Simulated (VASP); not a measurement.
# Co (P6_3/mmc) in VASP: further runs

The runs below take Co through single point, with PBEsol.

Everything below comes from runs of VASP 6.6.1. Logs are shortened: lines on timing, memory, paths and dates and some standing lists are left out, and cuts for length are marked.

**1. The cell of the first run**

Symmetry: P6_3/mmc, No. 194, hexagonal system. Conventional cell: a = 2.452 Å, b = 2.452 Å, c = 4.009 Å, α = 90.00°, β = 90.00°, γ = 120.00°. Within 3.2 Å of Co (site symmetry -6m2) lie 12 Co at 2.45 Å.

**2. Single point, PBEsol, collinear spin, ferromagnetic start (uniaxial strain along c: +1.0 %, then relaxed in part)**

INCAR

```
  PREC = Accurate
  ENCUT = 520
  EDIFF = 1E-6
  ISMEAR = 0
  SIGMA = 0.1
  LREAL = False
  LASPH = True
  NELM = 150
  ALGO = Fast
  ISIF = 2
  LWAVE = False
  LCHARG = False
  ISPIN = 2
  MAGMOM = 1.8 1.8
  LORBIT = 11
  LMAXMIX = 4
  GGA = PS
  NBANDS = 20
```

KPOINTS

```
regular mesh
0
Gamma
  24 24 14
```

POSCAR

```
Co
1.0
    2.4515845512      0.0000000000      0.0000000000
   -1.2257922756      2.1231345009      0.0000000000
    0.0000000000      0.0000000000      4.0092896855
Co
2
Direct
    0.3333334772      0.6666665228      0.2500000000
    0.6666665228      0.3333334772      0.7500000000
```

Potentials or basis: VASP PAW PBE potentials, release 64 (Co).

On the command line:

```bash
$ cat potpaw_PBE.64/Co/POTCAR > POTCAR
$ mpirun -np 1 vasp_std > vasp.out
```

OUTCAR:

```text
PREC = Accurate
   ENCUT = 520
   EDIFF = 1E-6
   ISMEAR = 0
   LREAL = False
   LASPH = True
   NELM = 150
   ISIF = 2
   ISPIN = 2
   LORBIT = 11
   GGA = PS

 ion  position               nearest neighbor table
   1  0.333  0.667  0.250-   2 2.45   2 2.45   2 2.45   2 2.45   2 2.45   2 2.45
   2  0.667  0.333  0.750-   1 2.45   1 2.45   1 2.45   1 2.45   1 2.45   1 2.45

  LATTYP: Found a hexagonal cell.
 ALAT       =     2.4515845512
 C/A-ratio  =     1.6353870739

  Lattice vectors:

 A1 = (   2.4515845512,   0.0000000000,   0.0000000000)
 A2 = (  -1.2257922756,   2.1231345009,   0.0000000000)
 A3 = (   0.0000000000,   0.0000000000,   4.0092896855)

Analysis of symmetry for initial positions (statically):
=====================================================================
 Subroutine PRICEL returns:
 Original cell was already a primitive cell.

 Routine SETGRP: Setting up the symmetry group for a
 hexagonal supercell.

 Subroutine GETGRP returns: Found 24 space group operations
 (whereof 12 operations were pure point group operations)
 out of a pool of 24 trial point group operations.

The static configuration has the point symmetry D_3d.
 The point group associated with its full space group is D_6h.

Analysis of symmetry for dynamics (positions and initial velocities):
=====================================================================
 Subroutine PRICEL returns:
 Original cell was already a primitive cell.

 Routine SETGRP: Setting up the symmetry group for a
 hexagonal supercell.

 Subroutine GETGRP returns: Found 24 space group operations
 (whereof 12 operations were pure point group operations)
 out of a pool of 24 trial point group operations.

The dynamic configuration has the point symmetry D_3d.
 The point group associated with its full space group is D_6h.

Analysis of structural, dynamic, and magnetic symmetry:
=====================================================================
 Subroutine PRICEL returns:
 Original cell was already a primitive cell.

 Routine SETGRP: Setting up the symmetry group for a
 hexagonal supercell.

 Subroutine GETGRP returns: Found 24 space group operations
 (whereof 12 operations were pure point group operations)
 out of a pool of 24 trial point group operations.

The overall configuration has the point symmetry D_3d.
 The point group associated with its full space group is D_6h.

 Subroutine INISYM returns: Found 24 space group operations
 (whereof 12 operations are pure point group operations),
 and found     1 'primitive' translations

----------------------------------------------------------------------------------------

                                     Primitive cell

  volume of cell :      20.8685

  direct lattice vectors                    reciprocal lattice vectors
     2.451584551  0.000000000  0.000000000     0.407899454  0.235500860  0.000000000
    -1.225792276  2.123134501  0.000000000     0.000000000  0.471001719  0.000000000
     0.000000000  0.000000000  4.009289685     0.000000000  0.000000000  0.249420740

  length of vectors
     2.451584551  2.451584551  4.009289685     0.471001719  0.471001719  0.249420740

  position of ions in fractional coordinates (direct lattice)
     0.333333477  0.666666523  0.250000000
     0.666666523  0.333333477  0.750000000

  ion indices of the primitive-cell ions
   primitive index   ion index
                 1           1
                 2           2

----------------------------------------------------------------------------------------

 KPOINTS: regular mesh

Automatic generation of k-mesh.
 Grid dimensions read from file:
 generate k-points for:   24   24   14

 Generating k-lattice:

  Cartesian coordinates                     Fractional coordinates (reciprocal lattice)
     0.016995811  0.009812536  0.000000000     0.041666667 -0.000000000  0.000000000
     0.000000000  0.019625072  0.000000000     0.000000000  0.041666667  0.000000000
     0.000000000  0.000000000  0.017815767     0.000000000  0.000000000  0.071428571

  Length of vectors
     0.019625072  0.019625072  0.017815767

  Shift w.r.t. Gamma in fractional coordinates (k-lattice)
     0.000000000  0.000000000  0.000000000

 Subroutine IBZKPT returns following result:
 ===========================================

 Found    488 irreducible k-points:

 Following reciprocal coordinates:
            Coordinates               Weight
  0.000000  0.000000  0.000000      1.000000
  0.041667  0.000000  0.000000      6.000000
  0.083333 -0.000000  0.000000      6.000000
  0.125000 -0.000000  0.000000      6.000000
  0.166667 -0.000000  0.000000      6.000000
  0.208333 -0.000000  0.000000      6.000000
[... 16 lines left out ...]
  0.416667  0.041667  0.000000     12.000000
  0.458333  0.041667  0.000000     12.000000
 [... further k-points ...]
   k-points           NKPTS =    488   k-points in BZ     NKDIM =    488   number of bands    NBANDS=     20
   number of dos      NEDOS =    301   number of ions     NIONS =      2
   total plane-waves  NPLWV =   9720
   dimension x,y,z NGX =    18 NGY =   18 NGZ =   30
   dimension x,y,z NGXF=    36 NGYF=   36 NGZF=   60
   ions per type =               2
   NGX,Y,Z   is equivalent  to a cutoff of  12.21, 12.21, 12.44 a.u.
   NGXF,Y,Z  is equivalent  to a cutoff of  24.41, 24.41, 24.88 a.u.
 SYSTEM =  unknown system
   PREC   = accura    normal or accurate (medium, high low for compatibility)
   ISTART =      0    job   : 0-new  1-cont  2-samecut
   ICHARG =      2    charge: 1-file 2-atom 10-const
   ISPIN  =      2    spin polarized calculation?
   LNONCOLLINEAR =      F non collinear calculations
   LSORBIT =      F    spin-orbit coupling
   LASPH  =      T    aspherical Exc in radial PAW
   ENCUT  =  520.0 eV  38.22 Ry    6.18 a.u.   4.56  4.56  7.45*2*pi/ulx,y,z
   NELM   =    150;   NELMIN=  2; NELMDL= -5     # of ELM steps
   EDIFF  = 0.1E-05   stopping-criterion for ELM
   LREAL  =      F    real-space projection
   EDIFFG = 0.1E-04   stopping-criterion for IOM
   NSW    =      0    number of steps for IOM
   IBRION =     -1    ionic relax: 0-MD 1-quasi-New 2-CG
   NFREE  =      0    steps in history (QN), initial steepest desc. (CG)
   ISIF   =      2    stress and relaxation
   ISYM   =      2    0-nonsym 1-usesym 2-fastsym
   POTIM  = 0.5000    time-step for ionic-motion
   TEBEG  =    0.0;   TEEND  =   0.0 temperature during run
   PSTRESS=    0.0 pullay stress
   NELECT =      18.0000    total number of electrons
   NUPDOWN=      -1.0000    fix difference up-down
   EMIN   =  10.00;   EMAX   =-10.00  energy-range for DOS
   EFERMI =   0.00;   METHOD = LEGACY
   ISMEAR =     0;   SIGMA  =   0.10  broadening in eV -4-tet -1-fermi 0-gaus
   EFERMI_NEDOS =   21; number of points for ismear=-14 and -15
   IALGO  =     68    algorithm
   IMIX   =      4    mixing-type and parameters
     AMIX     =   0.40;   BMIX     =  1.00
     AMIX_MAG =   1.60;   BMIX_MAG =  1.00
  volume/ion in A,a.u.               =      10.43        70.41
  Fermi-wavevector in a.u.,A,eV,Ry     =   1.558362  2.944877 33.041648  2.428493
  Thomas-Fermi vector in A             =   2.661878
   LORBIT       =     11    0 simple, 1 ext, 2 COOP (PROOUT), +10 PAW based schemes
   GGA     = PS    functional components
   LHFCALC =     F    Hartree Fock is set to
   AEXX    =    0.0000 exact exchange contribution
   IVDW    =     0    specifies the selected vdW correction
   LEPSILON=     F    determine dielectric tensor
   LRPA    =     F    only Hartree local field effects (RPA)
 spin polarized calculation
 RMM-DIIS sequential band-by-band and
 Gauss-broadening in eV      SIGMA  =   0.10
  energy-cutoff  :      520.00
  volume of cell :       20.87
 maximum number of plane-waves:       578
   NGX =  9   NGY =  9   NGZ = 15

 number of electron      17.9999974 magnetization       3.1540830

 Free energy of the ion-electron system (eV)
  ---------------------------------------------------
  ext. energy  EPLUGINS =         0.00000000
  ---------------------------------------------------
  free energy    TOTEN  =       -15.47340331 eV

  energy without entropy =      -15.46437496  energy(sigma->0) =      -15.46888913

 E-fermi :  10.6260     XC(G=0): -13.8115

 val. band max:       10.6227611234   @ k =   0.2500   0.1667   0.0000
 cond. band min:      10.6294294906   @ k =   0.3750   0.0417   0.0000
 fundamental gap:      0.0066683672
 Fermi energy:        10.6259808568

 spin component 1

 k-point     1 :       0.0000    0.0000    0.0000
  band No.  band energies     occupation
      1       1.4274      1.00000
      2       5.2897      1.00000
      3       7.9259      1.00000
      4       8.0163      1.00000
      5       8.0163      1.00000
      6       8.3384      1.00000
[... 12 lines left out ...]
     19      37.3784      0.00000
     20      37.3784      0.00000
[... 507 lines left out ...]
 k-point    24 :       0.4583    0.0417    0.0000
  band No.  band energies     occupation
      1       5.6981      1.00000
      2       5.7788      1.00000
      3       6.0077      1.00000
      4       7.8721      1.00000
      5       8.0028      1.00000
      6       8.0421      1.00000
[... 12 lines left out ...]
     19      33.9797      0.00000
     20      35.7963      0.00000

 [... further k-points ...]

 spin component 2

 k-point     1 :       0.0000    0.0000    0.0000
  band No.  band energies     occupation
      1       1.4946      1.00000
      2       6.2182      1.00000
      3       9.4990      1.00000
      4       9.5973      1.00000
      5       9.5973      1.00000
      6       9.9700      1.00000
[... 12 lines left out ...]
     19      37.7226      0.00000
     20      37.7226      0.00000
[... 507 lines left out ...]
 k-point    24 :       0.4583    0.0417    0.0000
  band No.  band energies     occupation
      1       6.5946      1.00000
      2       6.9127      1.00000
      3       7.1994      1.00000
      4       8.7141      1.00000
      5       9.4611      1.00000
      6       9.4954      1.00000
[... 12 lines left out ...]
     19      34.4541      0.00000
     20      36.1242      0.00000

 [... further k-points ...]
[... 5 lines left out ...]
  --------------------------------------------------------------------------------------
  -------------------------------------------------------------------------------------
  Total       -0.1174616     -0.1174616     -0.6495270     -0.0000000      0.0000000      0.0000000
  in kB       -9.0180947     -9.0180947    -49.8673153     -0.0000000      0.0000000      0.0000000
  external PRESSURE =     -22.6345016 kB  Pullay stress =       0.0000000 kB

 VOLUME and BASIS-vectors are now :
 -----------------------------------------------------------------------------
  energy-cutoff  :      520.00
  volume of cell :       20.87
      direct lattice vectors                 reciprocal lattice vectors
     2.451584551  0.000000000  0.000000000     0.407899454  0.235500860  0.000000000
    -1.225792276  2.123134501  0.000000000     0.000000000  0.471001719  0.000000000
     0.000000000  0.000000000  4.009289685     0.000000000  0.000000000  0.249420740

 POSITION                                       TOTAL-FORCE (eV/Angst)
 -----------------------------------------------------------------------------------
      0.00000      1.41542      1.00232         0.000000     -0.000000      0.000000
      1.22579      0.70771      3.00697        -0.000000      0.000000      0.000000
 -----------------------------------------------------------------------------------
    total drift:                                0.000002     -0.000001     -0.000013

  FREE ENERGIE OF THE ION-ELECTRON SYSTEM (eV)
  ---------------------------------------------------
  free  energy   TOTEN  =       -15.4734033061 eV

  energy  without entropy=      -15.4643749588  energy(sigma->0) =      -15.46888913

 total charge

# of ion       s       p       d       tot
------------------------------------------
    1        0.506   0.560   7.285   8.350
    2        0.506   0.560   7.285   8.350
--------------------------------------------------
tot          1.011   1.120  14.569  16.700

 magnetization (x)

# of ion       s       p       d       tot
------------------------------------------
    1       -0.015  -0.051   1.651   1.585
    2       -0.015  -0.051   1.651   1.585
--------------------------------------------------
tot         -0.030  -0.102   3.302   3.170
```

Run time: 2.9 min. Hardware: 1 thread of AMD EPYC 9R45 (Zen 5), shared host; peak memory 0.33 GiB.

What came out:

* Free energy: -15.4734 eV
* Pressure: -2.3 GPa
* Net moment: 3.15 μB per cell
* Site moments: Co +1.58 μB
* Valence electrons inside the program's atomic spheres: Co 8.35

Caveat: the cell differs from its parent crystal (uniaxial strain along c: +1.0 %, then relaxed in part); the PAW data sets were made with another functional, which shifts forces and pressure a little.

**3. Single point, PBEsol, collinear spin, ferromagnetic start**

This run uses another cell than the first one, of 10.36 Å³/atom.

INCAR

```
  ALGO = Normal
  EDIFF = 1E-6
  ENCUT = 520
  GGA = PS
  ISIF = 2
  ISMEAR = 0
  ISPIN = 2
  LASPH = True
  LCHARG = True
  LELF = True
  LMAXMIX = 4
  LORBIT = 11
  LREAL = False
  LVHAR = True
  LWAVE = False
  MAGMOM = 1.78 1.78
  NBANDS = 20
  NELM = 150
  PREC = Accurate
  SIGMA = 0.1
```

KPOINTS

```
k-points
0
Gamma
  21 21 10
```

POSCAR

```
Co
1.0
    2.4559135498      0.0000000000      0.0000000000
   -1.2279567749      2.1268835236      0.0000000000
    0.0000000000      0.0000000000      3.9680381480
Co
2
Direct
    0.3333333333      0.6666666667      0.2500000000
    0.6666666667      0.3333333333      0.7500000000
```

Potentials or basis: VASP PAW PBE potentials, release 64 (Co).

On the command line:

```bash
$ cat potpaw_PBE.64/Co/POTCAR > POTCAR
$ mpirun -np 1 vasp_std > vasp.out
```

It took 4.6 min on 1 thread of Intel Xeon 8259CL, shared host; peak memory 0.27 GiB.

The run converged. Its results:

```yaml
Free_energy: -15.4774 eV
Pressure: -1.0 GPa
Net_moment: 3.11 μB per cell
Site_moments: Co +1.56 μB
Valence_electrons_inside_the_program's_atomic_spheres: Co 8.37
```

Stress tensor (GPa, compression positive):
```
-0.91  0.00  0.00
 0.00 -0.91  0.00
 0.00  0.00 -1.07
```

Levels at points of the mesh, in eV from the Fermi level:
Spin up:
```tsv
k point	band 7	band 8	band 9	band 10	band 11	band 12	band 13	band 14
(0.00, 0.00, 0.00)	-2.28	-1.90	-1.90	-0.71	-0.71	-0.14	6.78	22.30
(0.00, 0.00, 0.50)	-2.69	-2.69	-1.05	-1.05	-1.05	-1.05	15.55	15.55
```
Spin down:
| k point | band 5 | band 6 | band 7 | band 8 | band 9 | band 10 |
| --- | --- | --- | --- | --- | --- | --- |
| (0.00, 0.00, 0.00) | -1.06 | -0.66 | -0.66 | -0.22 | -0.22 | -0.12 |
| (0.00, 0.00, 0.50) | -1.13 | -1.13 | -1.13 | -1.13 | 0.73 | 0.73 |

Caveat: the PAW data sets were made with another functional, which shifts forces and pressure a little.

**4. Single point, PBEsol, collinear spin, ferromagnetic start**

This run uses another cell than the first one, of 10.36 Å³/atom.

INCAR

```
SYSTEM = Co
ALGO = Fast ; EDIFF = 1E-7
ENCUT = 520 ; GGA = PS
ISIF = 2 ; ISMEAR = 0
ISPIN = 2 ; LASPH = .TRUE.
LCHARG = .FALSE. ; LMAXMIX = 4
LORBIT = 11 ; LREAL = .FALSE.
LWAVE = .FALSE. ; MAGMOM = 1.79 1.79
NBANDS = 20 ; NELM = 150
PREC = Accurate ; SIGMA = 0.1
```

KPOINTS

```
k-points
0
G
  21 21 10
  0 0 0
```

POSCAR is that of step 3.

On the command line:

```bash
$ cat potpaw_PBE.64/Co/POTCAR > POTCAR
$ mpirun -np 1 vasp_std > vasp.out
```

Run time: 6 min. Hardware: 1 thread of Intel Xeon 8259CL, shared host; peak memory 0.27 GiB.

It converged, with:

- Free energy: -15.4774 eV
- Pressure: -0.9 GPa
- Net moment: 3.11 μB per cell
- Site moments: Co +1.56 μB
- Valence electrons inside the program's atomic spheres: Co 8.37

Stress tensor (GPa, compression positive):
```
-0.86  0.00  0.00
 0.00 -0.86  0.00
 0.00  0.00 -1.01
```

Levels at points of the mesh, in eV from the Fermi level:
Spin up:
```tsv
k point	band 8	band 9	band 10	band 11	band 12	band 13
(0.00, 0.00, 0.00)	-1.90	-1.90	-0.71	-0.71	-0.14	6.78
(0.00, 0.00, 0.50)	-2.69	-1.05	-1.05	-1.05	-1.05	15.55
```
Spin down:
```tsv
k point	band 4	band 5	band 6	band 7	band 8	band 9	band 10	band 11
(0.00, 0.00, 0.00)	-1.06	-1.06	-0.66	-0.66	-0.22	-0.22	-0.12	1.09
(0.00, 0.00, 0.50)	-1.65	-1.13	-1.13	-1.13	-1.13	0.73	0.73	0.73
```

Caveat: the PAW data sets were made with another functional, which shifts forces and pressure a little.

[end of part 1 of 2]
